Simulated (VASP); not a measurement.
The system is ZnSiP2.

```
Zn P Si
1.0
    -2.70925    2.70925    5.26969
     2.70925   -2.70925    5.26969
     2.70925    2.70925   -5.26969
Zn P Si
2 4 2
Direct
  0.00000 0.00000 0.00000
  0.75000 0.25000 0.50000
  0.37500 0.39231 0.51731
  0.14231 0.62500 0.01731
  0.87500 0.85769 0.48269
  0.60769 0.12500 0.98269
  0.50000 0.50000 0.00000
  0.25000 0.75000 0.50000
```

| Quantity | Value |
| --- | --- |
| Program | VASP 6.6.1 |
| Task | relaxation of cell and atoms |
| Functional | LDA |
| Potentials or basis | VASP PAW LDA potentials, release 64 (Zn, P, Si) |
| Cutoff | 500 eV |
| k mesh | 6 × 6 × 6 |
| Occupations | fermi-dirac, width 0.02 eV |
| Spin | no spin polarisation |

At the start: pressure -4.7 GPa; volume 19.34 Å³/atom.

Task: How do energy, volume and symmetry change on relaxing?

Result: Over 7 steps the energy falls by 17.1 meV/atom and the volume is 18.30 Å³/atom (-5.4 %); space group I-42d (No. 122, to 0.1 Å) before and after.

The path:
```
step  energy change (eV)  largest force (eV/Å)  pressure (GPa)  volume (Å³)
   1              0.0000                0.1352           -4.73       154.72
   2             -0.0909                0.2511            3.10       142.28
   3             -0.1292                0.2094            0.05       146.47
   4             -0.1350                0.0883            0.03       146.38
   5             -0.1363                0.0035            0.01       146.31
   6             -0.1364                0.0021            0.00       146.35
   7             -0.1364                0.0007           -0.03       146.38
```

Final structure:
```cif
data_structure
_symmetry_space_group_name_H-M 'P 1'
_symmetry_Int_Tables_number 1
_cell_length_a 6.4069
_cell_length_b 6.4069
_cell_length_c 6.4069
_cell_angle_alpha 131.037
_cell_angle_beta 131.037
_cell_angle_gamma 71.754
_cell_volume 146.38
loop_
_atom_site_label
_atom_site_type_symbol
_atom_site_fract_x
_atom_site_fract_y
_atom_site_fract_z
_atom_site_occupancy
Zn1 Zn 0.00000 0.00000 0.00000 1
Zn2 Zn 0.75000 0.25000 0.50000 1
P1 P 0.37500 0.38838 0.51338 1
P2 P 0.13838 0.62500 0.01338 1
P3 P 0.87500 0.86162 0.48662 1
P4 P 0.61162 0.12500 0.98662 1
Si1 Si 0.50000 0.50000 0.00000 1
Si2 Si 0.25000 0.75000 0.50000 1
```
